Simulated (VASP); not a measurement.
Wanted: the native input for a VASP 6.6.1 run.

| Property | Result |
| --- | --- |
| Task | electric field gradients |
| Functional | r2SCAN |
| Potentials or basis | VASP PAW PBE potentials, release 64 (Ta_pv, N) |
| Cutoff | 520 eV |
| k mesh | 13 × 13 × 11 |
| Occupations | fermi-dirac, width 0.05 eV |
| Spin | no spin polarisation |
| Dipole correction | no |
| Further INCAR settings | ALGO = Normal; EDIFF = 1e-08; NBANDS = 15 |

Crystal: TaN.

```
CELL_PARAMETERS angstrom
2.99760 0.00000 0.00000
-1.49880 2.59600 0.00000
0.00000 0.00000 2.94686
ATOMIC_POSITIONS crystal
Ta 0.00000 0.00000 0.50000
N 0.66667 0.33333 0.00000
```

This cell differs from its parent crystal: volume scaled by 1.06.

The input as run:

POSCAR

```
TaN
1.0
    2.9976027420      0.0000000000      0.0000000000
   -1.4988013710      2.5960001250      0.0000000000
    0.0000000000      0.0000000000      2.9468595706
Ta N
1 1
Direct
    0.0000000000      0.0000000000      0.5000000000
    0.6666666667      0.3333333333      0.0000000000
```

INCAR.step1

```
PREC = Accurate
ENCUT = 520
ISMEAR = -1
SIGMA = 0.05
LREAL = False
LASPH = True
NELM = 80
NBANDS = 15
GGA = PE
ALGO = Normal
EDIFF = 1E-4
LWAVE = True
LCHARG = False
```

INCAR.step2

```
PREC = Accurate
ENCUT = 520
EDIFF = 1E-8
ISMEAR = -1
SIGMA = 0.05
LREAL = False
LASPH = True
NELM = 80
ALGO = Normal
ISIF = 2
LWAVE = False
LCHARG = False
METAGGA = R2SCAN
LMIXTAU = True
LEFG = True
NBANDS = 15
ISTART = 1
```

KPOINTS

```
Automatic mesh
0
Gamma
  13 13 11
```

Potentials or basis: VASP PAW PBE potentials, release 64 (Ta_pv, N).

The run is started by

```console
$ cat potpaw_PBE.64/Ta_pv/POTCAR potpaw_PBE.64/N/POTCAR > POTCAR
$ cp INCAR.step1 INCAR
$ mpirun -np 1 vasp_std > vasp.out
$ cp INCAR.step2 INCAR
$ mpirun -np 1 vasp_std > vasp.out
```

It gave:

```json
{
  "Pressure": "-18.6 GPa",
  "Band gap on the k mesh": "zero (band 8 reaches 7.72 eV, above the bottom of band 9 at 7.52 eV)"
}
```

Caveat: without QUAD_EFG the Cq values of the log hold for a quadrupole moment of 1 mb, not for the nuclei; the PAW data sets were made with another functional, which shifts forces and pressure a little; spin-orbit coupling is left out, which moves the levels of the heavy elements.

It took 110 s on 1 thread of Intel Xeon 6975P-C (shared host), peak memory 0.18 GiB.
